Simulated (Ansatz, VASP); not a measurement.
## Two plane-wave programs on F

File INCAR:

```
SYSTEM = F
ALGO = Normal
EDIFF = 1E-6
ENCUT = 520
GGA = PS
ISIF = 2
ISMEAR = 0
LASPH = .TRUE.
LCHARG = .TRUE.
LELF = .TRUE.
LREAL = .FALSE.
LVHAR = .TRUE.
LWAVE = .FALSE.
NBANDS = 22
NELM = 100
PREC = Accurate
SIGMA = 0.05
```

The input KPOINTS:

```
k-points
0
G
  4 4 2
  0 0 0
```

POSCAR

```
F
1.0
    3.1757665618     -1.7394662014     -0.2449425141
    3.1757665618      1.7394662014     -0.2449425141
   -2.4136018712      0.0000000000      6.9767187761
F
4
Direct
    0.0848459664      0.0848459664      0.0940038325
    0.9151540336      0.9151540336      0.9059961675
    0.5015719855      0.5015719855      0.5937195244
    0.4984280145      0.4984280145      0.4062804756
```

Input for Ansatz:

```yaml
crystal:
  lattice:
    - [3.1757665618, -1.7394662014, -0.2449425141]
    - [3.1757665618, 1.7394662014, -0.2449425141]
    - [-2.4136018712, 0.0, 6.9767187761]
  atoms:
    - { symbol: F, position: [0.0848459664, 0.0848459664, 0.0940038325] }
    - { symbol: F, position: [0.9151540336, 0.9151540336, 0.9059961675] }
    - { symbol: F, position: [0.5015719855, 0.5015719855, 0.5937195244] }
    - { symbol: F, position: [0.4984280145, 0.4984280145, 0.4062804756] }
basis:
  ecutwfc: 520.0
kpoints:
  mp_grid: { grid: [4, 4, 2] }
hamiltonian:
  xc: pbesol
scf:
  occupations: { method: gaussian, width: 0.05 }
output:
  forces: true
  stress: true
  eigenvalues: true
```

Change from the starting cell: volume 18.756 Å^3 an atom, stretch along a over the lengths across it, relative to the relaxed cell 1.0493.

Alike in both runs: task single point; functional PBEsol; k mesh 4 × 4 × 2; occupations gaussian, width 0.05 eV; no spin polarisation.

|  | VASP | Ansatz |
| --- | --- | --- |
| version | VASP 6.6.1 | Ansatz 0.2.0 |
| potentials or method | VASP PAW PBE potentials, release 64 (F), cutoff 520 eV | scalar-relativistic, plane waves, PAW |
| valence electrons in the cell | 28 | 28 |

|  | VASP | Ansatz | Ansatz less VASP |
| --- | --- | --- | --- |
| gap on the k mesh at the Fermi level (eV) | 3.31 | 3.39 | +0.086 |
| least direct gap on the mesh (eV) | 3.41 | 3.49 | +0.087 |
| pressure (GPa) | 2.4 | 1.9 | -0.45 |
| traceless stress, the component that is largest in VASP (GPa) | 4.49 | 2.97 | -1.518 |
| rms of the force components (eV/Å) | 0.833 | 0.552 | -0.2810 |

VASP's potentials were made for PBE, not for PBEsol. Atom by atom the forces differ by 0.281 eV/Å (rms over components). The functional is the same, so the differences come from potentials, cutoffs and numerics.

The k mesh is coarse, so the values compare programs but aren't converged.
